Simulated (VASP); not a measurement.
Wanted: the native input for a VASP 6.6.1 run.

| Quantity | Value |
| --- | --- |
| Task | single point |
| Functional | r2SCAN |
| Potentials or basis | VASP PAW PBE potentials, release 64 (Al) |
| Cutoff | 520 eV |
| k mesh | 6 × 6 × 2 |
| Occupations | fermi-dirac, width 0.15 eV |
| Spin | no spin polarisation |
| Dipole correction | no |
| Further INCAR settings | ALGO = Normal; EDIFF = 1e-06; NBANDS = 14 |

Crystal: Al.

```
Al
1.0
     2.82236    0.00000    0.00000
    -1.41118    2.44423    0.00000
     0.00000    0.00000    9.17065
Al
4
Direct
  0.00770 0.99596 0.00119
  0.33952 0.66890 0.24984
  0.99889 0.00017 0.49987
  0.67292 0.33890 0.75096
```

One way to write it, as run:

POSCAR

```
Al
1.0
    2.8223603251      0.0000000000      0.0000000000
   -1.4111801626      2.4442326468      0.0000000000
    0.0000000000      0.0000000000      9.1706544289
Al
4
Direct
    0.0077000000      0.9959600000      0.0011900000
    0.3395200000      0.6689000000      0.2498400000
    0.9988900000      0.0001700000      0.4998700000
    0.6729200000      0.3389000000      0.7509600000
```

INCAR.step1

```
SYSTEM = Al
ALGO     = Normal         ! electronic algorithm
EDIFF    = 1E-4           ! SCF threshold, eV
ENCUT    = 520            ! plane-wave cutoff, eV
GGA      = PE             ! functional
ISMEAR   = -1             ! smearing method
LASPH    = .TRUE.         ! aspherical terms in the spheres
LCHARG   = .FALSE.        ! write CHGCAR
LREAL    = .FALSE.        ! projectors in reciprocal space
LWAVE    = .TRUE.         ! write WAVECAR
NBANDS   = 14             ! bands
NELM     = 60             ! most SCF steps
PREC     = Accurate       ! precision mode
SIGMA    = 0.15           ! smearing width, eV
```

INCAR.step2

```
SYSTEM = Al
ALGO     = Normal         ! electronic algorithm
EDIFF    = 1E-6           ! SCF threshold, eV
ENCUT    = 520            ! plane-wave cutoff, eV
ISIF     = 2              ! what is computed and relaxed
ISMEAR   = -1             ! smearing method
ISTART   = 1            
LASPH    = .TRUE.         ! aspherical terms in the spheres
LCHARG   = .FALSE.        ! write CHGCAR
LMIXTAU  = .TRUE.       
LREAL    = .FALSE.        ! projectors in reciprocal space
LWAVE    = .FALSE.        ! write WAVECAR
METAGGA  = R2SCAN         ! meta-GGA
NBANDS   = 14             ! bands
NELM     = 60             ! most SCF steps
PREC     = Accurate       ! precision mode
SIGMA    = 0.15           ! smearing width, eV
```

KPOINTS

```
k-points
0
G
  6 6 2
  0 0 0
```

Potentials or basis: VASP PAW PBE potentials, release 64 (Al).

Launch:

```bash
$ cat potpaw_PBE.64/Al/POTCAR > POTCAR
$ cp INCAR.step1 INCAR
$ mpirun -np 1 vasp_std > vasp.out
$ cp INCAR.step2 INCAR
$ mpirun -np 1 vasp_std > vasp.out
```

It gave:

```json
{
 "Pressure": "1.0 GPa",
 "Largest force": "0.061 eV/Å",
 "Band gap on the k mesh": "zero (bands 6 and 7 overlap by 5.65 eV)"
}
```

Caveat: the k points lie up to 0.43 Å⁻¹ apart, too coarse for converged energies and pressures of a metal; the PAW data sets were made with another functional, which shifts forces and pressure a little.

It took 4.3 min on 1 thread of AMD EPYC 7R13, with other jobs on the host, peak memory 0.17 GiB.
